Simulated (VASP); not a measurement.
A run of VASP 6.6.1 is set up as follows.

POSCAR

```
Sn
1.0
   -1.8946518200      1.8946518200      1.8946518200
    1.8946518200     -1.8946518200      1.8946518200
    1.8946518200      1.8946518200     -1.8946518200
Sn
1
Direct
    0.0000000000      0.0000000000      0.0000000000
```

Contents of INCAR.step1:

```
SYSTEM = Sn
  PREC = Accurate
  ENCUT = 600
  ISMEAR = -1
  SIGMA = 0.1
  LREAL = .False.
  LASPH = .True.
  NELM = 80
  GGA = PE
  ALGO = Normal
  EDIFF = 1E-4
  LWAVE = .True.
  LCHARG = .False.
```

Contents of INCAR.step2:

```
SYSTEM = Sn
  PREC = Accurate
  ENCUT = 600
  EDIFF = 1E-6
  ISMEAR = -1
  SIGMA = 0.1
  LREAL = .False.
  LASPH = .True.
  NELM = 80
  ALGO = Normal
  ISIF = 3
  LWAVE = .False.
  LCHARG = .False.
  METAGGA = R2SCAN
  LMIXTAU = .True.
  IVDW = 13
  VDW_S6 = 1.0
  VDW_S8 = 0.6018749
  VDW_A1 = 0.51559235
  VDW_A2 = 5.77342911
  IBRION = 2
  NSW = 80
  EDIFFG = -0.005
  ISTART = 1
```

KPOINTS

```
regular mesh
0
Gamma
  9 9 9
  0 0 0
```

Potentials or basis: VASP PAW PBE potentials, release 64 (Sn_d).

The run is started by

```bash
$ cat potpaw_PBE.64/Sn_d/POTCAR > POTCAR
$ cp INCAR.step1 INCAR
$ mpirun -np 1 vasp_std > vasp.out
$ cp INCAR.step2 INCAR
$ mpirun -np 1 vasp_std > vasp.out
```

Task: Predict the dispersion energy per atom.

Result: -0.143 eV.

Task: What does it give for the relaxed volume?

Result: 26.44 Å³/atom.

Task: What does it give for the band gap on the k mesh?

Result: Zero (band 7 reaches 17.09 eV, above the bottom of band 8 at 5.66 eV).

Final structure:
```
Sn
1.0
    -1.87667    1.87667    1.87667
     1.87667   -1.87667    1.87667
     1.87667    1.87667   -1.87667
Sn
1
Cartesian
  0.0000 0.0000 0.0000
```

Caveat: the PAW data sets were made with another functional, which shifts forces and pressure a little; spin-orbit coupling is left out, which moves the levels of the heavy elements; pairwise dispersion overbinds metals, which lowers pressure and volume.
